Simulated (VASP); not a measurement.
The system is Fe.

```
CELL_PARAMETERS angstrom
-1.46773 1.41578 1.44876
1.46773 -1.41578 1.44876
1.46773 1.41578 -1.44876
ATOMIC_POSITIONS crystal
Fe 0.00000 0.00000 0.00000
```

This cell differs from its parent crystal: normal strain along x +0.0367, normal strain along z +0.0233.

Base run:

```yaml
Program: VASP 6.6.1
Functional: PBE
Potentials_or_basis: VASP PAW PBE potentials, release 64 (Fe_sv)
Cutoff: 600 eV
k_mesh: 10 × 10 × 10
Occupations: gaussian, width 0.15 eV
Spin: collinear spin, ferromagnetic start
Starting_moments: "[2.44] μB"
```

Its results: pressure -14.5 GPa; net moment 2.19 μB per cell; site moments Fe +2.22 μB.

Task: The run is repeated on the same cell with these changes: potentials or basis from VASP PAW PBE potentials, release 64 (Fe_sv) to VASP PAW PBE potentials, release 64 (Fe); cutoff from 600 eV to 520 eV; further incar settings from ALGO = Normal; EDIFF = 1e-06; NBANDS = 18 to ALGO = Normal; EDIFF = 1e-07; NBANDS = 14; valence electrons from 16 to 8. What comes out?

Result: Pressure -10.7 GPa; net moment 2.22 μB per cell; site moments Fe +2.23 μB.
